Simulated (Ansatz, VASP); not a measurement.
**Cd3TeSe2 in VASP and in Ansatz**

File INCAR:

```
PREC = Accurate
ENCUT = 600
EDIFF = 1E-7
ISMEAR = 0
SIGMA = 0.01
LREAL = False
LASPH = True
NELM = 60
ALGO = Normal
ISIF = 3
LWAVE = False
LCHARG = False
GGA = PE
IBRION = 2
NSW = 100
EDIFFG = -0.01
KPAR = 4
```

File KPOINTS:

```
regular mesh
0
Gamma
  12 12 4
```

The input POSCAR:

```
Cd3TeSe2
1.0
    4.4753365264      0.0000000000      0.0000000000
   -2.2376682632      3.8757551224      0.0000000000
    0.0000000000      0.0000000000     10.9718842347
Cd Te Se
3 1 2
Direct
    0.0000000000      0.0000000000      0.0002462983
    0.3333333333      0.6666666667      0.6800650317
    0.6666666667      0.3333333333      0.3188769661
    0.3333333333      0.6666666667      0.4194394098
    0.0000000000      0.0000000000      0.7555097469
    0.6666666667      0.3333333333      0.0758625473
```

Input for Ansatz:

```yaml
crystal:
  lattice:
    - [4.4753365264, 0.0, 0.0]
    - [-2.2376682632, 3.8757551224, 0.0]
    - [0.0, 0.0, 10.9718842347]
  atoms:
    - { symbol: Cd, position: [0.0, 0.0, 0.0002462983] }
    - { symbol: Cd, position: [0.3333333333, 0.6666666667, 0.6800650317] }
    - { symbol: Cd, position: [0.6666666667, 0.3333333333, 0.3188769661] }
    - { symbol: Te, position: [0.3333333333, 0.6666666667, 0.4194394098] }
    - { symbol: Se, position: [0.0, 0.0, 0.7555097469] }
    - { symbol: Se, position: [0.6666666667, 0.3333333333, 0.0758625473] }
basis:
  ecutwfc: 420
kpoints:
  mp_grid: { grid: [12, 12, 4] }
hamiltonian:
  xc: pbe
scf:
  occupations: { method: gaussian, width: 0.01 }
output:
  forces: true
  stress: true
  eigenvalues: true
  write_density: true
  write_potential: true
  elf: true
  volumetric_format: npy
relax:
  adjacent_minimum: "off"
  f_tol: 0.01
  max_steps: 80
  cell: { stress_tol: 0.05 }
```

Alike in both runs: task relaxation of cell and atoms; functional PBE; k mesh 12 × 12 × 4; occupations gaussian, width 0.01 eV; no spin polarisation.

|  | VASP | Ansatz |
| --- | --- | --- |
| version | VASP 6.6.1 | Ansatz 0.2.0 |
| potentials or method | VASP PAW PBE potentials, release 64 (Cd, Te, Se), cutoff 600 eV | scalar-relativistic, plane waves, PAW |
| valence electrons in the cell | 54 | 108 |

Ansatz gave:

- gap on the k mesh at the Fermi level, each at its own relaxed structure (eV): 0.09
- relaxed volume (Å³/atom): 31.83
- relaxed length of the cell vector where the two differ most in proportion (Å): 10.980

Problem. Estimate VASP's values.

Solution. gap on the k mesh at the Fermi level, each at its own relaxed structure (eV): 0.08; relaxed volume (Å³/atom): 31.94; relaxed length of the cell vector where the two differ most in proportion (Å): 10.995.

VASP's potentials hold 54 valence electrons a cell and Ansatz's 108, so a difference there can come from the potentials and not from the codes.

Neither program's run includes spin-orbit coupling.
